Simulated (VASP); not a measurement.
Input of a VASP 6.6.1 run:

The input POSCAR:

```
RuS3
1.0
    4.2054450665      0.0000000000      0.0000000000
    0.0000000000      4.2054450665      0.0000000000
    0.0000000000      0.0000000000      4.2054450665
Ru S
1 3
Direct
    0.0000000000      0.0000000000      0.0000000000
    0.0000000000      0.5000000000      0.5000000000
    0.5000000000      0.0000000000      0.5000000000
    0.5000000000      0.5000000000      0.0000000000
```

The input INCAR.step1:

```
SYSTEM = RuS3
ALGO     = Normal         ! electronic algorithm
EDIFF    = 1E-4           ! SCF threshold, eV
ENCUT    = 600            ! plane-wave cutoff, eV
GGA      = PE             ! functional
ISMEAR   = 0              ! smearing method
ISPIN    = 2              ! spin polarisation
LASPH    = .TRUE.         ! aspherical terms in the spheres
LCHARG   = .FALSE.        ! write CHGCAR
LMAXMIX  = 4              ! l up to which the mixer works
LREAL    = .FALSE.        ! projectors in reciprocal space
LWAVE    = .TRUE.         ! write WAVECAR
MAGMOM   = 2.27 0 0 0     ! initial moments
NELM     = 150            ! most SCF steps
PREC     = Accurate       ! precision mode
SIGMA    = 0.1            ! smearing width, eV
```

INCAR.step2

```
SYSTEM = RuS3
ALGO     = Normal         ! electronic algorithm
EDIFF    = 1E-6           ! SCF threshold, eV
EDIFFG   = -0.04          ! ionic threshold
ENCUT    = 600            ! plane-wave cutoff, eV
IBRION   = 2              ! ionic algorithm
ISIF     = 3              ! what is computed and relaxed
ISMEAR   = 0              ! smearing method
ISPIN    = 2              ! spin polarisation
ISTART   = 1            
LASPH    = .TRUE.         ! aspherical terms in the spheres
LCHARG   = .FALSE.        ! write CHGCAR
LMAXMIX  = 4              ! l up to which the mixer works
LMIXTAU  = .TRUE.       
LORBIT   = 11             ! projections on sites
LREAL    = .FALSE.        ! projectors in reciprocal space
LWAVE    = .FALSE.        ! write WAVECAR
MAGMOM   = 2.27 0 0 0     ! initial moments
METAGGA  = R2SCAN         ! meta-GGA
NELM     = 150            ! most SCF steps
NSW      = 90             ! ionic steps
PREC     = Accurate       ! precision mode
SIGMA    = 0.1            ! smearing width, eV
```

The input KPOINTS:

```
k-points
0
G
  4 4 4
  0 0 0
```

Potentials or basis: VASP PAW PBE potentials, release 64 (Ru_pv, S).

The run is started by

```sh
$ cat potpaw_PBE.64/Ru_pv/POTCAR potpaw_PBE.64/S/POTCAR > POTCAR
$ cp INCAR.step1 INCAR
$ mpirun -np 1 vasp_std > vasp.out
$ cp INCAR.step2 INCAR
$ mpirun -np 1 vasp_std > vasp.out
```

What does it give for the relaxed volume?

15.01 Å³/atom.

Predict the net moment.

0.55 μB per cell.

Final structure:
```cif
data_structure
_symmetry_space_group_name_H-M 'P 1'
_symmetry_Int_Tables_number 1
_cell_length_a 3.9156
_cell_length_b 3.9156
_cell_length_c 3.9156
_cell_angle_alpha 90.000
_cell_angle_beta 90.000
_cell_angle_gamma 90.000
_cell_volume 60.04
loop_
_atom_site_label
_atom_site_type_symbol
_atom_site_fract_x
_atom_site_fract_y
_atom_site_fract_z
_atom_site_occupancy
Ru1 Ru 0.00000 0.00000 0.00000 1
S1 S 0.00000 0.50000 0.50000 1
S2 S 0.50000 0.00000 0.50000 1
S3 S 0.50000 0.50000 0.00000 1
```

Caveat: the k points lie up to 0.40 Å⁻¹ apart in the final cell; the volume moved by over 15 % at a fixed basis, so the end points are rough; the PAW data sets were made with another functional, which shifts forces and pressure a little.
